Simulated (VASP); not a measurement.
# TiZn3 (Pm-3m) in VASP: further runs

The runs below take TiZn3 through electric field gradients, with LDA.

Everything below comes from runs of VASP 6.6.1. Logs are shortened: lines on timing, memory, paths and dates and some standing lists are left out, and cuts for length are marked.

## Step 1: The cell of the first run

It takes space group Pm-3m (No. 221, cubic). Conventional cell: a = 3.879 Å, b = 3.879 Å, c = 3.879 Å, α = 90.00°, β = 90.00°, γ = 90.00°. Ti (site symmetry m-3m) has 12 Zn at 2.74 Å within 3.6 Å. Zn (site symmetry 4/mmm) has 4 Ti at 2.74 Å and 8 Zn at 2.74 Å within 3.6 Å.

## Step 2: Electric field gradients, LDA (14.59 Å³/atom)

File INCAR:

```
ALGO = Normal
EDIFF = 1E-8
ENCUT = 520
GGA = CA
ISIF = 2
ISMEAR = -1
LASPH = T
LCHARG = F
LEFG = T
LREAL = F
LWAVE = F
NBANDS = 32
NELM = 80
PREC = Accurate
SIGMA = 0.05
```

File KPOINTS:

```
k-points
0
Gamma
  9 9 9
```

File POSCAR:

```
TiZn3
1.0
    3.8790556475      0.0000000000      0.0000000000
    0.0000000000      3.8790556475      0.0000000000
    0.0000000000      0.0000000000      3.8790556475
Ti Zn
1 3
Direct
    0.0000000000      0.0000000000      0.0000000000
    0.0000000000      0.5000000000      0.5000000000
    0.5000000000      0.0000000000      0.5000000000
    0.5000000000      0.5000000000      0.0000000000
```

Potentials or basis: VASP PAW LDA potentials, release 64 (Ti_sv, Zn).

Run with:

```
cat potpaw_LDA.64/Ti_sv/POTCAR potpaw_LDA.64/Zn/POTCAR > POTCAR
mpirun -np 1 vasp_std > vasp.out
```

OUTCAR:

```text
EDIFF = 1E-8
   ENCUT = 520
   GGA = CA
   ISIF = 2
   ISMEAR = -1
   LASPH = T
   LREAL = F
   NELM = 80
   PREC = Accurate

 ion  position               nearest neighbor table
   1  0.000  0.000  0.000-   2 2.74   3 2.74   4 2.74   2 2.74   3 2.74   2 2.74   4 2.74   2 2.74
                             3 2.74   4 2.74   3 2.74   4 2.74
   2  0.000  0.500  0.500-   1 2.74   3 2.74   4 2.74   1 2.74   4 2.74   1 2.74   3 2.74   1 2.74
                             3 2.74   4 2.74   4 2.74   3 2.74
   3  0.500  0.000  0.500-   1 2.74   2 2.74   4 2.74   1 2.74   4 2.74   2 2.74   4 2.74   4 2.74
                             1 2.74   2 2.74   1 2.74   2 2.74
   4  0.500  0.500  0.000-   1 2.74   2 2.74   3 2.74   2 2.74   3 2.74   1 2.74   3 2.74   3 2.74
                             1 2.74   2 2.74   2 2.74   1 2.74

  LATTYP: Found a simple cubic cell.
 ALAT       =     3.8790556475

  Lattice vectors:

 A1 = (   3.8790556475,   0.0000000000,   0.0000000000)
 A2 = (   0.0000000000,   3.8790556475,   0.0000000000)
 A3 = (   0.0000000000,   0.0000000000,   3.8790556475)

Analysis of symmetry for initial positions (statically):
=====================================================================
 Subroutine PRICEL returns:
 Original cell was already a primitive cell.

 Routine SETGRP: Setting up the symmetry group for a
 simple cubic supercell.

 Subroutine GETGRP returns: Found 48 space group operations
 (whereof 48 operations were pure point group operations)
 out of a pool of 48 trial point group operations.

The static configuration has the point symmetry O_h .

Analysis of symmetry for dynamics (positions and initial velocities):
=====================================================================
 Subroutine PRICEL returns:
 Original cell was already a primitive cell.

 Routine SETGRP: Setting up the symmetry group for a
 simple cubic supercell.

 Subroutine GETGRP returns: Found 48 space group operations
 (whereof 48 operations were pure point group operations)
 out of a pool of 48 trial point group operations.

The dynamic configuration has the point symmetry O_h .

 Subroutine INISYM returns: Found 48 space group operations
 (whereof 48 operations are pure point group operations),
 and found     1 'primitive' translations

----------------------------------------------------------------------------------------

                                     Primitive cell

  volume of cell :      58.3684

  direct lattice vectors                    reciprocal lattice vectors
     3.879055647  0.000000000  0.000000000     0.257794703  0.000000000  0.000000000
     0.000000000  3.879055647  0.000000000     0.000000000  0.257794703  0.000000000
     0.000000000  0.000000000  3.879055647     0.000000000  0.000000000  0.257794703

  length of vectors
     3.879055647  3.879055647  3.879055647     0.257794703  0.257794703  0.257794703

  position of ions in fractional coordinates (direct lattice)
     0.000000000  0.000000000  0.000000000
     0.000000000  0.500000000  0.500000000
     0.500000000  0.000000000  0.500000000
     0.500000000  0.500000000  0.000000000

  ion indices of the primitive-cell ions
   primitive index   ion index
                 1           1
                 2           2
                 3           3
                 4           4

----------------------------------------------------------------------------------------

 KPOINTS: k-points

Automatic generation of k-mesh.
 Grid dimensions read from file:
 generate k-points for:    9    9    9

 Generating k-lattice:

  Cartesian coordinates                     Fractional coordinates (reciprocal lattice)
     0.028643856  0.000000000  0.000000000     0.111111111  0.000000000  0.000000000
     0.000000000  0.028643856  0.000000000     0.000000000  0.111111111  0.000000000
     0.000000000  0.000000000  0.028643856     0.000000000  0.000000000  0.111111111

  Length of vectors
     0.028643856  0.028643856  0.028643856

  Shift w.r.t. Gamma in fractional coordinates (k-lattice)
     0.000000000  0.000000000  0.000000000

 Subroutine IBZKPT returns following result:
 ===========================================

 Found     35 irreducible k-points:

 Following reciprocal coordinates:
            Coordinates               Weight
  0.000000  0.000000  0.000000      1.000000
  0.111111  0.000000  0.000000      6.000000
  0.222222  0.000000  0.000000      6.000000
  0.333333  0.000000  0.000000      6.000000
  0.444444  0.000000  0.000000      6.000000
  0.111111  0.111111  0.000000     12.000000
[... 16 lines left out ...]
  0.333333  0.333333  0.111111     24.000000
  0.444444  0.333333  0.111111     48.000000
 [... further k-points ...]
   k-points           NKPTS =     35   k-points in BZ     NKDIM =     35   number of bands    NBANDS=     32
   number of dos      NEDOS =    301   number of ions     NIONS =      4
   total plane-waves  NPLWV =  27000
   dimension x,y,z NGX =    30 NGY =   30 NGZ =   30
   dimension x,y,z NGXF=    60 NGYF=   60 NGZF=   60
   ions per type =               1   3
   NGX,Y,Z   is equivalent  to a cutoff of  12.86, 12.86, 12.86 a.u.
   NGXF,Y,Z  is equivalent  to a cutoff of  25.71, 25.71, 25.71 a.u.
 SYSTEM =  unknown system
   PREC   = accura    normal or accurate (medium, high low for compatibility)
   ISTART =      0    job   : 0-new  1-cont  2-samecut
   ICHARG =      2    charge: 1-file 2-atom 10-const
   ISPIN  =      1    spin polarized calculation?
   LNONCOLLINEAR =      F non collinear calculations
   LSORBIT =      F    spin-orbit coupling
   LASPH  =      T    aspherical Exc in radial PAW
   ENCUT  =  520.0 eV  38.22 Ry    6.18 a.u.   7.21  7.21  7.21*2*pi/ulx,y,z
   NELM   =     80;   NELMIN=  2; NELMDL= -5     # of ELM steps
   EDIFF  = 0.1E-07   stopping-criterion for ELM
   LREAL  =      F    real-space projection
   EDIFFG = 0.1E-06   stopping-criterion for IOM
   NSW    =      0    number of steps for IOM
   IBRION =     -1    ionic relax: 0-MD 1-quasi-New 2-CG
   NFREE  =      0    steps in history (QN), initial steepest desc. (CG)
   ISIF   =      2    stress and relaxation
   ISYM   =      2    0-nonsym 1-usesym 2-fastsym
   POTIM  = 0.5000    time-step for ionic-motion
   TEBEG  =    0.0;   TEEND  =   0.0 temperature during run
   PSTRESS=    0.0 pullay stress
   NELECT =      48.0000    total number of electrons
   NUPDOWN=      -1.0000    fix difference up-down
   EMIN   =  10.00;   EMAX   =-10.00  energy-range for DOS
   EFERMI =   0.00;   METHOD = LEGACY
   ISMEAR =    -1;   SIGMA  =   0.05  broadening in eV -4-tet -1-fermi 0-gaus
   EFERMI_NEDOS =   21; number of points for ismear=-14 and -15
   IALGO  =     38    algorithm
   IMIX   =      4    mixing-type and parameters
     AMIX     =   0.40;   BMIX     =  1.00
     AMIX_MAG =   1.60;   BMIX_MAG =  1.00
  volume/ion in A,a.u.               =      14.59        98.47
  Fermi-wavevector in a.u.,A,eV,Ry     =   1.533778  2.898421 32.007374  2.352476
  Thomas-Fermi vector in A             =   2.640798
   LORBIT       =      0    0 simple, 1 ext, 2 COOP (PROOUT), +10 PAW based schemes
   GGA     = CA    functional components
   LHFCALC =     F    Hartree Fock is set to
   AEXX    =    0.0000 exact exchange contribution
   IVDW    =     0    specifies the selected vdW correction
   LEPSILON=     F    determine dielectric tensor
   LRPA    =     F    only Hartree local field effects (RPA)
 non-spin polarized calculation
  energy-cutoff  :      520.00
  volume of cell :       58.37
 maximum number of plane-waves:      1584
 NGX is ok and might be reduce to    30
   NGX = 15   NGY = 15   NGZ = 15

 number of electron      47.9999895 magnetization

 Free energy of the ion-electron system (eV)
  ---------------------------------------------------
  ext. energy  EPLUGINS =         0.00000000
  ---------------------------------------------------
  free energy    TOTEN  =       -15.04038990 eV

  energy without entropy =      -15.01343252  energy(sigma->0) =      -15.02691121

 E-fermi :   4.3799     XC(G=0): -12.2671

 val. band max:        4.3464718732   @ k =   0.2222   0.1111   0.0000
 cond. band min:       4.3805165032   @ k =   0.2222   0.2222   0.0000
 fundamental gap:      0.0340446300
 Fermi energy:         4.3798982743

 k-point     1 :       0.0000    0.0000    0.0000
  band No.  band energies     occupation
      1     -51.6095      2.00000
      2     -28.2630      2.00000
      3     -28.2630      2.00000
      4     -28.2630      2.00000
      5      -5.0176      2.00000
      6      -3.4104      2.00000
[... 24 lines left out ...]
     31      10.2179      0.00000
     32      13.1288      0.00000

 k-point     2 :       0.1111    0.0000    0.0000
  band No.  band energies     occupation
      1     -51.6094      2.00000
      2     -28.2659      2.00000
      3     -28.2629      2.00000
      4     -28.2629      2.00000
      5      -4.8881      2.00000
      6      -3.3791      2.00000
[... 24 lines left out ...]
     31      10.8977      0.00000
     32      13.0143      0.00000

 k-point     3 :       0.2222    0.0000    0.0000
  band No.  band energies     occupation
      1     -51.6090      2.00000
      2     -28.2733      2.00000
      3     -28.2627      2.00000
      4     -28.2627      2.00000
      5      -4.5120      2.00000
      6      -3.2917      2.00000
[... 24 lines left out ...]
     31      12.3638      0.00000
     32      12.3638      0.00000

 k-point     4 :       0.3333    0.0000    0.0000
  band No.  band energies     occupation
      1     -51.6086      2.00000
      2     -28.2816      2.00000
      3     -28.2624      2.00000
      4     -28.2624      2.00000
      5      -3.9528      2.00000
      6      -3.1749      2.00000
[... 654 lines left out ...]
     31      11.3600      0.00000
     32      12.7916      0.00000

 k-point    23 :       0.3333    0.3333    0.1111
  band No.  band energies     occupation
      1     -51.6077      2.00000
      2     -28.2797      2.00000
      3     -28.2787      2.00000
      4     -28.2642      2.00000
      5      -3.3183      2.00000
      6      -3.0194      2.00000
[... 24 lines left out ...]
     31      10.9037      0.00000
     32      11.5178      0.00000

 k-point    24 :       0.4444    0.3333    0.1111
  band No.  band energies     occupation
      1     -51.6075      2.00000
      2     -28.2841      2.00000
      3     -28.2785      2.00000
      4     -28.2640      2.00000
      5      -3.1757      2.00000
      6      -3.0047      2.00000
[... 24 lines left out ...]
     31      11.2551      0.00000
     32      12.1251      0.00000

 [... further k-points ...]

------------------------ aborting loop because EDIFF is reached ----------------------------------------

  FORCE on cell =-STRESS in cart. coord.  units (eV):
  Direction    XX          YY          ZZ          XY          YZ          ZX
  --------------------------------------------------------------------------------------
  -------------------------------------------------------------------------------------
  Total       -2.1105965     -2.1105965     -2.1105965     -0.0000000     -0.0000000      0.0000000
  in kB      -57.9345683    -57.9345683    -57.9345683     -0.0000000     -0.0000000      0.0000000
  external PRESSURE =     -57.9345683 kB  Pullay stress =       0.0000000 kB

 VOLUME and BASIS-vectors are now :
 -----------------------------------------------------------------------------
  energy-cutoff  :      520.00
  volume of cell :       58.37
      direct lattice vectors                 reciprocal lattice vectors
     3.879055647  0.000000000  0.000000000     0.257794703  0.000000000  0.000000000
     0.000000000  3.879055647  0.000000000     0.000000000  0.257794703  0.000000000
     0.000000000  0.000000000  3.879055647     0.000000000  0.000000000  0.257794703

 POSITION                                       TOTAL-FORCE (eV/Angst)
 -----------------------------------------------------------------------------------
      0.00000      0.00000      0.00000         0.000000      0.000000      0.000000
      0.00000      1.93953      1.93953         0.000000      0.000000      0.000000
      1.93953      0.00000      1.93953         0.000000      0.000000      0.000000
      1.93953      1.93953      0.00000         0.000000      0.000000      0.000000
 -----------------------------------------------------------------------------------
    total drift:                                0.000000      0.000000     -0.000000

  FREE ENERGIE OF THE ION-ELECTRON SYSTEM (eV)
  ---------------------------------------------------
  free  energy   TOTEN  =       -15.0403899022 eV

  energy  without entropy=      -15.0134325185  energy(sigma->0) =      -15.02691121

 Electric field gradients (V/A^2)
---------------------------------------------------------------------
 ion       V_xx      V_yy      V_zz      V_xy      V_xz      V_yz
---------------------------------------------------------------------
   1       0.000    -0.000    -0.000     0.000     0.000     0.000
   2      41.571   -20.786   -20.786    -0.000     0.000     0.000
   3     -20.786    41.571   -20.786    -0.000    -0.000     0.000
   4     -20.786   -20.786    41.571    -0.000    -0.000     0.000
---------------------------------------------------------------------

 Electric field gradients after diagonalization (V/A^2)
 (convention: |V_zz| > |V_xx| > |V_yy|)
----------------------------------------------------------------------
 ion       V_xx      V_yy      V_zz     asymmetry (V_yy - V_xx)/ V_zz
----------------------------------------------------------------------
   1       0.000    -0.000    -0.000       0.208
   2     -20.786   -20.786    41.571       0.000
   3     -20.786   -20.786    41.571       0.000
   4     -20.786   -20.786    41.571       0.000
----------------------------------------------------------------------

           NMR quadrupolar parameters

 Cq : quadrupolar parameter    Cq=e*Q*V_zz/h
 eta: asymmetry parameters     (V_yy - V_xx)/ V_zz
 Q  : nuclear electric quadrupole moment in mb (millibarn)
----------------------------------------------------------------------
 ion       Cq(MHz)       eta       Q (mb)
----------------------------------------------------------------------
   1      -0.000       0.208       1.000
   2       0.101       0.000       1.000
   3       0.101       0.000       1.000
   4       0.101       0.000       1.000
----------------------------------------------------------------------
```

It took 26 s on 1 thread of Intel Xeon 6975P-C (Granite Rapids), shared host; peak memory 0.18 GiB.

Results:

```
Free energy                             : -15.0404 eV
Pressure                                : -5.8 GPa
Band gap on the k mesh                  : zero (bands 24 and 25 overlap by 1.93 eV)
Largest electric field gradient by atom : Ti +0.0; Zn +41.6 V/Å²
```

Levels at points of the mesh, in eV from the Fermi level:
| k point | band 21 | band 22 | band 23 | band 24 | band 25 | band 26 | band 27 | band 28 |
| --- | --- | --- | --- | --- | --- | --- | --- | --- |
| (0.00, 0.00, 0.00) | -0.73 | -0.73 | 0.28 | 0.28 | 0.28 | 1.57 | 1.57 | 1.57 |

Electric field gradients, principal values (V/Å²):
| atom | least | middle | greatest (by size) |
| --- | --- | --- | --- |
| 1 Ti | 0.000 | 0.000 | 0.000 |
| 2 Zn | -20.786 | -20.786 | 41.571 |
| 3 Zn | -20.786 | -20.786 | 41.571 |
| 4 Zn | -20.786 | -20.786 | 41.571 |

Caveat: the cell stands under tension; without QUAD_EFG the Cq values of the log hold for a quadrupole moment of 1 mb, not for the nuclei.

[end of part 1 of 3]

The gap in the log of VASP goes by the Fermi energy; the results here count the filled bands.